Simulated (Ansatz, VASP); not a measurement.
**One calculation of Mg, two programs**

INCAR

```
SYSTEM = Mg
  PREC = Accurate
  ENCUT = 520
  EDIFF = 1E-6
  ISMEAR = -1
  SIGMA = 0.05
  LREAL = .FALSE.
  LASPH = .TRUE.
  NELM = 80
  ALGO = Normal
  ISIF = 2
  LWAVE = .FALSE.
  LCHARG = .TRUE.
  GGA = PS
  IVDW = 12
  LELF = .TRUE.
  LVHAR = .TRUE.
  NBANDS = 9
```

The input KPOINTS:

```
Automatic mesh
0
G
  10 10 5
  0 0 0
```

File POSCAR:

```
Mg
1.0
    3.1877604248      0.0000000000      0.0000000000
   -1.5938802124      2.7606815091      0.0000000000
    0.0000000000      0.0000000000      5.1753304900
Mg
2
Direct
    0.6666666667      0.3333333333      0.7500000000
    0.3333333333      0.6666666667      0.2500000000
```

input.yaml

```yaml
crystal:
  lattice:
    - [3.1877604248, 0.0, 0.0]
    - [-1.5938802124, 2.7606815091, 0.0]
    - [0.0, 0.0, 5.17533049]
  atoms:
    - { symbol: Mg, position: [0.6666666667, 0.3333333333, 0.75] }
    - { symbol: Mg, position: [0.3333333333, 0.6666666667, 0.25] }
hamiltonian:
  xc: pbesol
  pseudopotentials: { kind: paw }
  dispersion: d3bj
kpoints:
  mp_grid: { grid: [10, 10, 5] }
scf:
  occupations: { method: fermi_dirac, width: 0.05 }
output:
  forces: true
  stress: true
  eigenvalues: true
  write_density: true
  write_potential: true
  elf: true
  volumetric_format: npy
```

Alike in both runs: task single point; functional PBEsol; dispersion D3(BJ); k mesh 10 × 10 × 5; occupations fermi-dirac, width 0.05 eV; no spin polarisation.

|  | VASP | Ansatz |
| --- | --- | --- |
| version | VASP 6.6.1 | Ansatz 0.2.0 |
| potentials or method | VASP PAW PBE potentials, release 64 (Mg) | Ansatz PAW |
| plane-wave cutoff (eV) | 520 | 420 |
| valence electrons in the cell | 4 | 20 |

|  | VASP | Ansatz | Ansatz less VASP |
| --- | --- | --- | --- |
| gap on the k mesh at the Fermi level (eV) | none | none | - |
| pressure (GPa) | -2.3 | -2.3 | +0.05 |
| traceless stress, the component that is largest in VASP (GPa) | 0.74 | 0.75 | +0.008 |

VASP's potentials were made for PBE, not for PBEsol. A gap of «none» marks a metal or a gap that the smearing closes. VASP's potentials hold 4 valence electrons a cell and Ansatz's 20, so a difference there can come from the potentials and not from the codes.
